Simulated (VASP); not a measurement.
# ZnSnS2 (P4/mmm) in VASP: notebook

ZnSnS2 is run at these levels: PBE; tasks: single point, relaxation of cell and atoms.

All numbers are computed with VASP 6.6.1; they aren't measurements. Logs are shortened: lines on timing, memory, paths and dates and some standing lists are left out, and cuts for length are marked.

## (1) The cell of the first run

It takes space group P4/mmm (No. 123, tetragonal). Conventional cell: a = 5.228 Å, b = 5.228 Å, c = 2.695 Å, α = 90.00°, β = 90.00°, γ = 90.00°. Zn (site symmetry 4/mmm) has 4 S at 2.61 Å and 2 Zn at 2.70 Å within 3.4 Å. Within 3.6 Å of Sn (site symmetry 4/mmm) lie 2 Sn at 2.70 Å and 8 S at 2.94 Å. Within 3.4 Å of S (site symmetry mmm) lie 2 Zn at 2.61 Å and 2 S at 2.70 Å and 4 Sn at 2.94 Å.

## (2) Single point, PBE

Input file INCAR:

```
PREC = Accurate ; ENCUT = 520
EDIFF = 1E-7 ; ISMEAR = 0
SIGMA = 0.1 ; LREAL = False
LASPH = True ; NELM = 100
ALGO = Normal ; ISIF = 2
LWAVE = False ; LCHARG = False
GGA = PE ; NBANDS = 27
```

Input file KPOINTS:

```
Automatic mesh
0
Gamma
  4 4 6
```

Input file POSCAR:

```
ZnSnS2
1.0
    5.2283546400      0.0000000000      0.0000000000
    0.0000000000      5.2283546400      0.0000000000
    0.0000000000      0.0000000000      2.6950338900
Zn Sn S
1 1 2
Direct
    0.0000000000      0.0000000000      0.0000000000
    0.5000000000      0.5000000000      0.5000000000
    0.5000000000      0.0000000000      0.0000000000
    0.0000000000      0.5000000000      0.0000000000
```

Potentials or basis: VASP PAW PBE potentials, release 64 (Zn, Sn_d, S).

Started as:

```console
$ cat potpaw_PBE.64/Zn/POTCAR potpaw_PBE.64/Sn_d/POTCAR potpaw_PBE.64/S/POTCAR > POTCAR
$ mpirun -np 1 vasp_std > vasp.out
```

OUTCAR:

```text
PREC = Accurate
   ENCUT = 520
   EDIFF = 1E-7
   ISMEAR = 0
   LREAL = False
   LASPH = True
   NELM = 100
   ISIF = 2
   GGA = PE

 ion  position               nearest neighbor table
   1  0.000  0.000  0.000-   3 2.61   4 2.61   4 2.61   3 2.61
   2  0.500  0.500  0.500-   3 2.94   4 2.94   3 2.94   4 2.94   3 2.94   3 2.94   4 2.94   4 2.94

   3  0.500  0.000  0.000-   1 2.61   1 2.61   2 2.94   2 2.94   2 2.94   2 2.94
   4  0.000  0.500  0.000-   1 2.61   1 2.61   2 2.94   2 2.94   2 2.94   2 2.94

  LATTYP: Found a simple tetragonal cell.
 ALAT       =     5.2283546400
 C/A-ratio  =     0.5154650125

  Lattice vectors:

 A1 = (   5.2283546400,   0.0000000000,   0.0000000000)
 A2 = (   0.0000000000,   5.2283546400,   0.0000000000)
 A3 = (   0.0000000000,   0.0000000000,   2.6950338900)

Analysis of symmetry for initial positions (statically):
=====================================================================
 Subroutine PRICEL returns:
 Original cell was already a primitive cell.

 Routine SETGRP: Setting up the symmetry group for a
 simple tetragonal supercell.

 Subroutine GETGRP returns: Found 16 space group operations
 (whereof 16 operations were pure point group operations)
 out of a pool of 16 trial point group operations.

The static configuration has the point symmetry D_4h.

Analysis of symmetry for dynamics (positions and initial velocities):
=====================================================================
 Subroutine PRICEL returns:
 Original cell was already a primitive cell.

 Routine SETGRP: Setting up the symmetry group for a
 simple tetragonal supercell.

 Subroutine GETGRP returns: Found 16 space group operations
 (whereof 16 operations were pure point group operations)
 out of a pool of 16 trial point group operations.

The dynamic configuration has the point symmetry D_4h.

 Subroutine INISYM returns: Found 16 space group operations
 (whereof 16 operations are pure point group operations),
 and found     1 'primitive' translations

----------------------------------------------------------------------------------------

                                     Primitive cell

  volume of cell :      73.6706

  direct lattice vectors                    reciprocal lattice vectors
     5.228354640  0.000000000  0.000000000     0.191264761  0.000000000  0.000000000
     0.000000000  5.228354640  0.000000000     0.000000000  0.191264761  0.000000000
     0.000000000  0.000000000  2.695033890     0.000000000  0.000000000  0.371052848

  length of vectors
     5.228354640  5.228354640  2.695033890     0.191264761  0.191264761  0.371052848

  position of ions in fractional coordinates (direct lattice)
     0.000000000  0.000000000  0.000000000
     0.500000000  0.500000000  0.500000000
     0.500000000  0.000000000  0.000000000
     0.000000000  0.500000000  0.000000000

  ion indices of the primitive-cell ions
   primitive index   ion index
                 1           1
                 2           2
                 3           3
                 4           4

----------------------------------------------------------------------------------------

 KPOINTS: Automatic mesh

Automatic generation of k-mesh.
 Grid dimensions read from file:
 generate k-points for:    4    4    6

 Generating k-lattice:

  Cartesian coordinates                     Fractional coordinates (reciprocal lattice)
     0.047816190  0.000000000  0.000000000     0.250000000  0.000000000  0.000000000
     0.000000000  0.047816190  0.000000000     0.000000000  0.250000000  0.000000000
     0.000000000  0.000000000  0.061842141     0.000000000  0.000000000  0.166666667

  Length of vectors
     0.047816190  0.047816190  0.061842141

  Shift w.r.t. Gamma in fractional coordinates (k-lattice)
     0.000000000  0.000000000  0.000000000

 Subroutine IBZKPT returns following result:
 ===========================================

 Found     24 irreducible k-points:

 Following reciprocal coordinates:
            Coordinates               Weight
  0.000000  0.000000  0.000000      1.000000
  0.250000  0.000000  0.000000      4.000000
  0.500000  0.000000  0.000000      2.000000
  0.250000  0.250000  0.000000      4.000000
  0.500000  0.250000  0.000000      4.000000
  0.500000  0.500000  0.000000      1.000000
[... 16 lines left out ...]
  0.500000  0.250000  0.500000      4.000000
  0.500000  0.500000  0.500000      1.000000
   k-points           NKPTS =     24   k-points in BZ     NKDIM =     24   number of bands    NBANDS=     27
   number of dos      NEDOS =    301   number of ions     NIONS =      4
   total plane-waves  NPLWV =  32000
   dimension x,y,z NGX =    40 NGY =   40 NGZ =   20
   dimension x,y,z NGXF=    80 NGYF=   80 NGZF=   40
   ions per type =               1   1   2
   NGX,Y,Z   is equivalent  to a cutoff of  12.72, 12.72, 12.34 a.u.
   NGXF,Y,Z  is equivalent  to a cutoff of  25.44, 25.44, 24.67 a.u.
 SYSTEM =  unknown system
   PREC   = accura    normal or accurate (medium, high low for compatibility)
   ISTART =      0    job   : 0-new  1-cont  2-samecut
   ICHARG =      2    charge: 1-file 2-atom 10-const
   ISPIN  =      1    spin polarized calculation?
   LNONCOLLINEAR =      F non collinear calculations
   LSORBIT =      F    spin-orbit coupling
   LASPH  =      T    aspherical Exc in radial PAW
   ENCUT  =  520.0 eV  38.22 Ry    6.18 a.u.   9.72  9.72  5.01*2*pi/ulx,y,z
   NELM   =    100;   NELMIN=  2; NELMDL= -5     # of ELM steps
   EDIFF  = 0.1E-06   stopping-criterion for ELM
   LREAL  =      F    real-space projection
   EDIFFG = 0.1E-05   stopping-criterion for IOM
   NSW    =      0    number of steps for IOM
   IBRION =     -1    ionic relax: 0-MD 1-quasi-New 2-CG
   NFREE  =      0    steps in history (QN), initial steepest desc. (CG)
   ISIF   =      2    stress and relaxation
   ISYM   =      2    0-nonsym 1-usesym 2-fastsym
   POTIM  = 0.5000    time-step for ionic-motion
   TEBEG  =    0.0;   TEEND  =   0.0 temperature during run
   PSTRESS=    0.0 pullay stress
   NELECT =      38.0000    total number of electrons
   NUPDOWN=      -1.0000    fix difference up-down
   EMIN   =  10.00;   EMAX   =-10.00  energy-range for DOS
   EFERMI =   0.00;   METHOD = LEGACY
   ISMEAR =     0;   SIGMA  =   0.10  broadening in eV -4-tet -1-fermi 0-gaus
   EFERMI_NEDOS =   21; number of points for ismear=-14 and -15
   IALGO  =     38    algorithm
   IMIX   =      4    mixing-type and parameters
     AMIX     =   0.40;   BMIX     =  1.00
     AMIX_MAG =   1.60;   BMIX_MAG =  1.00
  volume/ion in A,a.u.               =      18.42       124.29
  Fermi-wavevector in a.u.,A,eV,Ry     =   1.312919  2.481057 23.453128  1.723756
  Thomas-Fermi vector in A             =   2.443278
   LORBIT       =      0    0 simple, 1 ext, 2 COOP (PROOUT), +10 PAW based schemes
   GGA     = PE    functional components
   LHFCALC =     F    Hartree Fock is set to
   AEXX    =    0.0000 exact exchange contribution
   IVDW    =     0    specifies the selected vdW correction
   LEPSILON=     F    determine dielectric tensor
   LRPA    =     F    only Hartree local field effects (RPA)
 non-spin polarized calculation
 Gauss-broadening in eV      SIGMA  =   0.10
  energy-cutoff  :      520.00
  volume of cell :       73.67
 maximum number of plane-waves:      2008
 NGX is ok and might be reduce to    40
   NGX = 19   NGY = 19   NGZ = 11

 number of electron      38.0000008 magnetization

 Free energy of the ion-electron system (eV)
  ---------------------------------------------------
  ext. energy  EPLUGINS =         0.00000000
  ---------------------------------------------------
  free energy    TOTEN  =       -12.30411267 eV

  energy without entropy =      -12.29059682  energy(sigma->0) =      -12.29735474

 E-fermi :   6.8667     XC(G=0): -10.8225

 val. band max:        6.8129267159   @ k =   0.2500   0.2500   0.1667
 cond. band min:       6.8893465978   @ k =   0.5000   0.5000   0.1667
 fundamental gap:      0.0764198818
 Fermi energy:         6.8667397737

 k-point     1 :       0.0000    0.0000    0.0000
  band No.  band energies     occupation
      1     -15.7167      2.00000
      2     -15.1508      2.00000
      3     -15.1239      2.00000
      4     -14.9524      2.00000
      5     -14.9524      2.00000
      6      -8.1106      2.00000
[... 19 lines left out ...]
     26      15.6619      0.00000
     27      16.9671      0.00000

 k-point     2 :       0.2500    0.0000    0.0000
  band No.  band energies     occupation
      1     -15.7165      2.00000
      2     -15.1469      2.00000
      3     -15.1242      2.00000
      4     -14.9525      2.00000
      5     -14.9524      2.00000
      6      -7.8972      2.00000
[... 19 lines left out ...]
     26      15.8233      0.00000
     27      16.8844      0.00000

 k-point     3 :       0.5000    0.0000    0.0000
  band No.  band energies     occupation
      1     -15.7163      2.00000
      2     -15.1429      2.00000
      3     -15.1246      2.00000
      4     -14.9527      2.00000
      5     -14.9524      2.00000
      6      -7.4236      2.00000
[... 19 lines left out ...]
     26      16.2308      0.00000
     27      16.2988      0.00000

 k-point     4 :       0.2500    0.2500    0.0000
  band No.  band energies     occupation
      1     -15.7163      2.00000
      2     -15.1429      2.00000
      3     -15.1246      2.00000
      4     -14.9525      2.00000
      5     -14.9525      2.00000
      6      -7.7053      2.00000
[... 19 lines left out ...]
     26      15.9649      0.00000
     27      16.6923      0.00000
[... 516 lines left out ...]
      4     -15.0784      2.00000
      5     -14.7480      2.00000
      6      -4.9733      2.00000
[... 19 lines left out ...]
     26      13.9621      0.00000
     27      14.5252      0.00000

 k-point    23 :       0.5000    0.2500    0.5000
  band No.  band energies     occupation
      1     -15.3395      2.00000
      2     -15.3368      2.00000
      3     -15.0809      2.00000
      4     -15.0785      2.00000
      5     -14.7474      2.00000
      6      -4.6700      2.00000
[... 19 lines left out ...]
     26      13.5402      0.00000
     27      14.0736      0.00000

 k-point    24 :       0.5000    0.5000    0.5000
  band No.  band energies     occupation
      1     -15.3393      2.00000
      2     -15.3393      2.00000
      3     -15.0798      2.00000
      4     -15.0787      2.00000
      5     -14.7469      2.00000
      6      -4.5694      2.00000
[... 19 lines left out ...]
     26      13.3866      0.00000
     27      14.2940      0.00000

------------------------ aborting loop because EDIFF is reached ----------------------------------------

  FORCE on cell =-STRESS in cart. coord.  units (eV):
  Direction    XX          YY          ZZ          XY          YZ          ZX
  --------------------------------------------------------------------------------------
  -------------------------------------------------------------------------------------
  Total        0.4485224      0.4485224     13.2639027      0.0000000     -0.0000000      0.0000000
  in kB        9.7543968      9.7543968    288.4613300      0.0000000     -0.0000000      0.0000000
  external PRESSURE =     102.6567079 kB  Pullay stress =       0.0000000 kB

 VOLUME and BASIS-vectors are now :
 -----------------------------------------------------------------------------
  energy-cutoff  :      520.00
  volume of cell :       73.67
      direct lattice vectors                 reciprocal lattice vectors
     5.228354640  0.000000000  0.000000000     0.191264761  0.000000000  0.000000000
     0.000000000  5.228354640  0.000000000     0.000000000  0.191264761  0.000000000
     0.000000000  0.000000000  2.695033890     0.000000000  0.000000000  0.371052848

 POSITION                                       TOTAL-FORCE (eV/Angst)
 -----------------------------------------------------------------------------------
      0.00000      0.00000      0.00000         0.000000      0.000000      0.000000
      2.61418      2.61418      1.34752         0.000000      0.000000      0.000000
      2.61418      0.00000      0.00000         0.000000      0.000000      0.000000
      0.00000      2.61418      0.00000         0.000000      0.000000      0.000000
 -----------------------------------------------------------------------------------
    total drift:                               -0.000000      0.000000     -0.000000

  FREE ENERGIE OF THE ION-ELECTRON SYSTEM (eV)
  ---------------------------------------------------
  free  energy   TOTEN  =       -12.3041126721 eV

  energy  without entropy=      -12.2905968166  energy(sigma->0) =      -12.29735474
```

It used 41 s of CPU time on 1 thread of Intel(R) Xeon(R) Platinum 8488C (Sapphire Rapids), with other jobs on the host.

Results:

```
Free energy            : -12.3041 eV
Pressure               : 10.3 GPa
Band gap on the k mesh : zero (bands 19 and 20 overlap by 3.58 eV)
```

Levels at points of the mesh, in eV from the Fermi level:
| k point | band 15 | band 16 | band 17 | band 18 | band 19 | band 20 | band 21 | band 22 | band 23 | band 24 |
| --- | --- | --- | --- | --- | --- | --- | --- | --- | --- | --- |
| (0.00, 0.00, 0.00) | -6.46 | -3.64 | -3.64 | -3.17 | 2.04 | 2.56 | 3.67 | 5.74 | 5.74 | 8.56 |
| (0.50, 0.00, 0.00) | -5.61 | -4.72 | -1.52 | -0.25 | 1.77 | 2.33 | 2.39 | 3.82 | 4.89 | 6.00 |
| (0.50, 0.50, 0.00) | -2.75 | -1.82 | -0.10 | 0.06 | 0.06 | 2.31 | 2.44 | 2.44 | 2.93 | 2.93 |
| (0.00, 0.00, 0.50) | -3.20 | -3.20 | -2.90 | -1.36 | -1.36 | -1.34 | 0.87 | 0.87 | 1.78 | 1.81 |
| (0.50, 0.00, 0.50) | -4.75 | -2.57 | -2.52 | -2.46 | -2.26 | 0.63 | 0.63 | 1.12 | 4.33 | 4.98 |
| (0.50, 0.50, 0.50) | -5.63 | -4.43 | -3.90 | -1.14 | -0.45 | -0.33 | 1.92 | 4.97 | 4.97 | 6.06 |

Caveat: the k points lie up to 0.39 Å⁻¹ apart, too coarse for converged energies and pressures of a metal; spin-orbit coupling is left out, which moves the levels of the heavy elements.

[end of part 1 of 2]
